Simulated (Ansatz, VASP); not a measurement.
**One calculation of BeSe5, two programs**

```
Be Se
1.0
     6.42986    0.00000    0.00000
    -3.21493    5.56843    0.00000
     0.00000    0.00000    3.41819
Be Se
1 5
Direct
  0.00000 0.00000 0.50000
  0.33333 0.66667 0.50000
  0.00000 0.73736 0.00000
  0.73736 0.00000 0.00000
  0.26264 0.26264 0.00000
  0.66667 0.33333 0.50000
```

Change from the starting cell: species swapped into the La5Mg type (P-62m, No. 189).

Alike in both runs: functional PBE; k mesh 6 × 6 × 12; occupations gaussian, width 0.1 eV; no spin polarisation.

Ansatz relaxed the structure, and its values are those at the end. VASP's run is a single point on that final structure, the one shown.

|  | VASP | Ansatz |
| --- | --- | --- |
| version | VASP 6.6.1 | Ansatz 0.2.0 |
| potentials or method | VASP PAW PBE potentials, release 64 (Be, Se), cutoff 520 eV | scalar-relativistic, plane waves, PAW |
| valence electrons in the cell | 32 | 82 |

```csv
,VASP,Ansatz,Ansatz less VASP
gap on the k mesh at the Fermi level (eV),none,none,-
pressure (GPa),0.0,0.0,-0.04
```

A gap of «none» marks a metal or a gap that the smearing closes. VASP's potentials hold 32 valence electrons a cell and Ansatz's 82, so a difference there can come from the potentials and not from the codes.
